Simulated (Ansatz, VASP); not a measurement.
# KI in VASP and in Ansatz

```
K I
1.0
     0.00000    3.45406    3.52455
     3.52455    0.00000    3.52455
     3.52455    3.45406    0.00000
K I
1 1
Direct
  0.00000 0.00000 0.00000
  0.50000 0.50000 0.50000
```

Change from the starting cell: strain -0.0200 x Voigt [0, 1, 0, 0, 0, 0], atoms carried along.

Alike in both runs: task single point; functional PBE; k mesh 6 × 6 × 6; occupations gaussian, width 0.05 eV; no spin polarisation.

|  | VASP | Ansatz |
| --- | --- | --- |
| version | VASP 6.6.1 | Ansatz 0.2.0 |
| potentials or method | VASP PAW PBE potentials, release 64 (K_sv, I), cutoff 520 eV | scalar-relativistic, plane waves, PAW |
| valence electrons in the cell | 16 | 26 |

```tsv
	VASP	Ansatz	Ansatz less VASP
gap on the k mesh at the Fermi level (eV)	4.02	4.03	+0.004
least direct gap on the mesh (eV)	4.02	4.03	+0.004
pressure (GPa)	1.0	1.0	-0.03
traceless stress, the component that is largest in VASP (GPa)	0.43	0.43	-0.005
```

VASP's potentials hold 16 valence electrons a cell and Ansatz's 26, so a difference there can come from the potentials and not from the codes.

Neither program's run includes spin-orbit coupling.
